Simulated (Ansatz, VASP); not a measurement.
This is a calculation of SnSe for VASP 6.6.1.

POSCAR

```
SnSe
1.0
    0.0000000000      3.3908400000      3.3908400000
    3.3908400000      0.0000000000      3.3908400000
    3.3908400000      3.3908400000      0.0000000000
Sn Se
1 1
Direct
    0.0000000000      0.0000000000      0.0000000000
    0.7500000000      0.7500000000      0.7500000000
```

The input INCAR.step1:

```
SYSTEM = SnSe
PREC = Accurate
ENCUT = 520
EDIFF = 1E-5
ISMEAR = -1
SIGMA = 0.05
LREAL = .False.
LASPH = .True.
NELM = 100
ALGO = Normal
ISIF = 2
LWAVE = .True.
NBANDS = 17
GGA = PE
```

Contents of INCAR.step2:

```
SYSTEM = SnSe
PREC = Accurate
ENCUT = 520
EDIFF = 1E-7
ISMEAR = -1
SIGMA = 0.05
LREAL = .False.
LASPH = .True.
NELM = 100
ALGO = Normal
ISIF = 2
LWAVE = .False.
LCHARG = .True.
METAGGA = R2SCAN
LHFCALC = .True.
AEXX = 0.15
LMIXTAU = .True.
PRECFOCK = Normal
LELF = .True.
LVHAR = .True.
NBANDS = 17
ISTART = 1
```

The input KPOINTS:

```
Automatic mesh
0
Gamma
  4 4 4
  0 0 0
```

Potentials or basis: VASP PAW PBE potentials, release 64 (Sn_d, Se).

Run with:

```sh
$ cat potpaw_PBE.64/Sn_d/POTCAR potpaw_PBE.64/Se/POTCAR > POTCAR
$ cp INCAR.step1 INCAR
$ mpirun -np 1 vasp_std > vasp.out
$ cp INCAR.step2 INCAR
$ mpirun -np 1 vasp_std > vasp.out
```

Translate it to Ansatz 0.2.0. Potentials there: Ansatz PAW.

As run (the cutoff follows the program's own potentials):

File input.yaml:

```yaml
crystal:
  lattice:
    - [0.0, 3.39084, 3.39084]
    - [3.39084, 0.0, 3.39084]
    - [3.39084, 3.39084, 0.0]
  atoms:
    - { symbol: Sn, position: [0.0, 0.0, 0.0] }
    - { symbol: Se, position: [0.75, 0.75, 0.75] }
hamiltonian:
  xc: { exchange: r2scan, correlation: r2scan, exx: { coeff: 0.15 } }
  pseudopotentials: { kind: paw }
kpoints:
  mp_grid: { grid: [4, 4, 4] }
scf:
  occupations: { method: fermi_dirac, width: 0.05 }
output:
  forces: true
  stress: true
  eigenvalues: true
```

Potentials or basis: Ansatz PAW.

Command:

```bash
$ ansatz run input.yaml --threads 2 --pin off --max-ram 5632MiB --backend cpu --events-out ev --progress --plain --runs-dir out
```

Both were run:

|  | VASP | Ansatz | Ansatz less VASP |
| --- | --- | --- | --- |
| gap on the k mesh at the Fermi level (eV) | 0.69 | 0.65 | -0.034 |
| least direct gap on the mesh (eV) | 1.39 | 1.37 | -0.024 |
| pressure (GPa) | -1.1 | -1.0 | +0.09 |

VASP's potentials were made for PBE, not for r2SCAN-based global hybrid. VASP's potentials hold 20 valence electrons a cell and Ansatz's 30, so a difference there can come from the potentials and not from the codes.
